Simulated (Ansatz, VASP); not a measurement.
# Be2CdO3: VASP beside Ansatz

File INCAR:

```
SYSTEM = Be2CdO3
  PREC = Accurate
  ENCUT = 600
  EDIFF = 1E-6
  ISMEAR = 0
  SIGMA = 0.15
  LREAL = .False.
  LASPH = .True.
  NELM = 60
  ALGO = Normal
  ISIF = 3
  LWAVE = .False.
  LCHARG = .False.
  GGA = PE
  IBRION = 2
  NSW = 36
  EDIFFG = -0.08
```

File KPOINTS:

```
regular mesh
0
Gamma
  3 3 3
  0 0 0
```

File POSCAR:

```
Be2CdO3
1.0
    4.7500000000     -2.7500000000      0.0000000000
    4.7500000000      2.7500000000      0.0000000000
    0.0000000000      0.0000000000      4.7800000000
Be Cd O
4 2 6
Direct
    0.4810000000      0.1710000000      0.0050000000
    0.1710000000      0.4810000000      0.5050000000
    0.5190000000      0.8290000000      0.5050000000
    0.8290000000      0.5190000000      0.0050000000
    0.1700000000      0.8300000000      0.0075000000
    0.8300000000      0.1700000000      0.5075000000
    0.1631000000      0.5477000000      0.0887000000
    0.4523000000      0.8369000000      0.0887000000
    0.8864000000      0.1136000000      0.1454000000
    0.5477000000      0.1631000000      0.5887000000
    0.8369000000      0.4523000000      0.5887000000
    0.1136000000      0.8864000000      0.6454000000
```

Input for Ansatz:

```yaml
crystal:
  lattice:
    - [4.75, -2.75, 0.0]
    - [4.75, 2.75, 0.0]
    - [0.0, 0.0, 4.78]
  atoms:
    - { symbol: Be, position: [0.481, 0.171, 0.005] }
    - { symbol: Be, position: [0.171, 0.481, 0.505] }
    - { symbol: Be, position: [0.519, 0.829, 0.505] }
    - { symbol: Be, position: [0.829, 0.519, 0.005] }
    - { symbol: Cd, position: [0.17, 0.83, 0.0075] }
    - { symbol: Cd, position: [0.83, 0.17, 0.5075] }
    - { symbol: O, position: [0.1631, 0.5477, 0.0887] }
    - { symbol: O, position: [0.4523, 0.8369, 0.0887] }
    - { symbol: O, position: [0.8864, 0.1136, 0.1454] }
    - { symbol: O, position: [0.5477, 0.1631, 0.5887] }
    - { symbol: O, position: [0.8369, 0.4523, 0.5887] }
    - { symbol: O, position: [0.1136, 0.8864, 0.6454] }
basis:
  ecutwfc: 420
kpoints:
  mp_grid: { grid: [3, 3, 3] }
hamiltonian:
  xc: pbe
scf:
  occupations: { method: gaussian, width: 0.15 }
  lower_state_search: "off"
output:
  forces: true
  stress: true
  eigenvalues: true
relax:
  adjacent_minimum: "off"
  f_tol: 0.08
  max_steps: 16
  cell: { stress_tol: 0.8 }
```

Alike in both runs: task relaxation of cell and atoms; functional PBE; k mesh 3 × 3 × 3; occupations gaussian, width 0.15 eV; no spin polarisation.

|  | VASP | Ansatz |
| --- | --- | --- |
| version | VASP 6.6.1 | Ansatz 0.2.0 |
| potentials or method | VASP PAW PBE potentials, release 64 (Be, Cd, O), cutoff 600 eV | scalar-relativistic, plane waves, PAW |
| valence electrons in the cell | 68 | 84 |

```tsv
	VASP	Ansatz	Ansatz less VASP
gap on the k mesh at the Fermi level, each at its own relaxed structure (eV)	2.15	2.18	+0.029
relaxed volume (Å³/atom)	9.30	9.32	+0.027
relaxed length of the cell vector where the two differ most in proportion (Å)	5.237	5.242	+0.0051
```

VASP's potentials hold 68 valence electrons a cell and Ansatz's 84, so a difference there can come from the potentials and not from the codes.

The k mesh is coarse, so the values compare programs but aren't converged.
